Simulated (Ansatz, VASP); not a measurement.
## One calculation of SiGe2S, two programs

File INCAR:

```
ALGO     = Normal         # electronic algorithm
EDIFF    = 1E-6           # SCF threshold, eV
EDIFFG   = -0.01          # ionic threshold
ENCUT    = 600            # plane-wave cutoff, eV
GGA      = PE             # functional
IBRION   = 2              # ionic algorithm
ISIF     = 3              # what is computed and relaxed
ISMEAR   = 0              # smearing method
LASPH    = True           # aspherical terms in the spheres
LCHARG   = False          # write CHGCAR
LREAL    = False          # projectors in reciprocal space
LWAVE    = False          # write WAVECAR
NELM     = 100            # most SCF steps
NSW      = 100            # ionic steps
PREC     = Accurate       # precision mode
SIGMA    = 0.1            # smearing width, eV
```

The input KPOINTS:

```
k-points
0
Gamma
  12 12 8
```

File POSCAR:

```
SiGe2S
1.0
    3.6597784941      0.0000000000      0.0000000000
   -1.8298892471      3.1694611481      0.0000000000
    0.0000000000      0.0000000000      6.4857886813
Si Ge S
1 2 1
Direct
    0.0000000000      0.0000000000      0.0000000000
    0.6666666667      0.3333333333      0.7703288765
    0.6666666667      0.3333333333      0.2296711235
    0.3333333333      0.6666666667      0.5000000000
```

Input for Ansatz:

```yaml
crystal:
  lattice:
    - [3.6597784941, 0.0, 0.0]
    - [-1.8298892471, 3.1694611481, 0.0]
    - [0.0, 0.0, 6.4857886813]
  atoms:
    - { symbol: Si, position: [0.0, 0.0, 0.0] }
    - { symbol: Ge, position: [0.6666666667, 0.3333333333, 0.7703288765] }
    - { symbol: Ge, position: [0.6666666667, 0.3333333333, 0.2296711235] }
    - { symbol: S, position: [0.3333333333, 0.6666666667, 0.5] }
basis:
  ecutwfc: 420
kpoints:
  mp_grid: { grid: [12, 12, 8] }
hamiltonian:
  xc: pbe
scf:
  occupations: { method: gaussian, width: 0.1 }
output:
  forces: true
  stress: true
  eigenvalues: true
relax:
  adjacent_minimum: "off"
  f_tol: 0.01
  max_steps: 80
  cell: { stress_tol: 0.05 }
```

Change from the starting cell: species swapped into the Cr2SbAs type (P-6m2, No. 187).

Alike in both runs: task relaxation of cell and atoms; functional PBE; k mesh 12 × 12 × 8; occupations gaussian, width 0.1 eV; no spin polarisation.

```csv
,VASP,Ansatz
version,VASP 6.6.1,Ansatz 0.2.0
potentials or method,"VASP PAW PBE potentials, release 64 (Si, Ge_d, S), cutoff 600 eV","scalar-relativistic, plane waves, PAW"
valence electrons in the cell,38,38
```

```csv
,VASP,Ansatz,Ansatz less VASP
"gap on the k mesh at the Fermi level, each at its own relaxed structure (eV)",none,none,-
relaxed volume (Å³/atom),18.78,18.78,-0.004
relaxed cell length with the largest relative difference (Å),6.475,6.477,+0.0022
```

A gap of «none» marks a metal or a gap that the smearing closes.
